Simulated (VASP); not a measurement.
A run of VASP 6.6.1:

INCAR

```
SYSTEM = Zn6O7
PREC     = Accurate       ! precision mode
ENCUT    = 520            ! plane-wave cutoff, eV
EDIFF    = 1E-6           ! SCF threshold, eV
ISMEAR   = 0              ! smearing method
SIGMA    = 0.02           ! smearing width, eV
LREAL    = .FALSE.        ! projectors in reciprocal space
LASPH    = .TRUE.         ! aspherical terms in the spheres
NELM     = 60             ! most SCF steps
ALGO     = Normal         ! electronic algorithm
ISIF     = 2              ! what is computed and relaxed
LWAVE    = .FALSE.        ! write WAVECAR
LCHARG   = .FALSE.        ! write CHGCAR
GGA      = PE             ! functional
NBANDS   = 69             ! bands
```

KPOINTS

```
Automatic mesh
0
G
  3 3 3
  0 0 0
```

Contents of POSCAR:

```
Zn6O7
1.0
    0.0000000000      0.0000000000     -5.2932331742
   -4.9190861691     -2.8400357239      0.0000000000
    0.0000000001      5.6800714478      0.0000000000
Zn O
6 7
Direct
    0.4988153579      0.2990289150      0.2990062390
    0.4988057229      0.7009667815      0.0000015318
    0.4988163025      0.0000241915      0.7009647222
    0.9920568067      0.6722850315      0.6722708581
    0.9920537840     -0.0000026428      0.3276987819
    0.9920490610      0.3277000940     -0.0000167298
    0.1245344723      0.3393014358      0.3392892531
    0.1245401399      0.6606832831     -0.0000131818
    0.1245452407     -0.0000010164      0.6606776249
    0.6036544952      0.6198563911      0.6198149665
    0.6036622410      0.0000607837      0.3801652228
    0.6036633745      0.3801549588      0.0000193067
    0.7559493165     -0.0000874146     -0.0000681788
```

Potentials or basis: VASP PAW PBE potentials, release 64 (Zn, O).

The run is started by

```console
$ cat potpaw_PBE.64/Zn/POTCAR potpaw_PBE.64/O/POTCAR > POTCAR
$ mpirun -np 1 vasp_std > vasp.out
```

Hardware: 1 thread of Intel(R) Xeon(R) 6975P-C (Granite Rapids), on a shared host.

How long does it take, and how much memory?

Run time: 100 s on 1 thread of Intel(R) Xeon(R) 6975P-C (Granite Rapids), with other jobs on the host, peak memory 0.3 GiB. Counts: scf iterations 20, k points 14.
